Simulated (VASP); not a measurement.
A run of VASP 6.6.1 is set up as follows.

Contents of INCAR:

```
SYSTEM = BaTiO3
PREC = Accurate ; ENCUT = 520
EDIFF = 1E-6 ; ISMEAR = -1
SIGMA = 0.05 ; LREAL = .False.
LASPH = .True. ; NELM = 150
ALGO = Normal ; ISIF = 2
LWAVE = .False. ; LCHARG = .False.
LMAXMIX = 4 ; LDAU = .True.
LDAUTYPE = 2 ; LDAUL = -1 2 -1
LDAUU = 0 1 0 ; LDAUJ = 0 0 0
LDAUPRINT = 1 ; GGA = PE
NBANDS = 28
```

File KPOINTS:

```
regular mesh
0
Gamma
  7 6 7
  0 0 0
```

File POSCAR:

```
BaTiO3
1.0
    3.7288979900     -0.4219254500      0.0223674800
   -0.2844733300      3.2754742700      3.1100811900
    0.3164270400     -2.7537071700      2.5899183700
Ba Ti O
1 1 3
Direct
    0.0036372600      0.9972694200      0.9985015400
    0.5002452300      0.5116078500      0.5101821300
    0.9983542100      0.4928168200      0.4950359800
    0.4999067000      0.5015397800      0.9945381500
    0.4978566000      0.9929861300      0.4979621900
```

Potentials or basis: VASP PAW PBE potentials, release 64 (Ba_sv, Ti_sv, O).

Launch:

```sh
$ cat potpaw_PBE.64/Ba_sv/POTCAR potpaw_PBE.64/Ti_sv/POTCAR potpaw_PBE.64/O/POTCAR > POTCAR
$ mpirun -np 1 vasp_std > vasp.out
```

Predict the largest force.

0.710 eV/Å.

Estimate the band gap on the k mesh.

0.61 eV (least direct gap 0.71 eV).

Predict the pressure.

20.9 GPa.

Forces in eV/Å, atoms in the order of the input:
```
Ba  -0.057  0.070  0.351
Ti  -0.181  0.591  0.146
O    0.118  0.007 -0.176
O   -0.094 -0.166  0.134
O    0.214 -0.501 -0.455
```

Caveat: the stress differs along the axes, from 9 to 34 GPa; spin-orbit coupling is left out, which moves the levels of the heavy elements. A k mesh can miss the band edges.
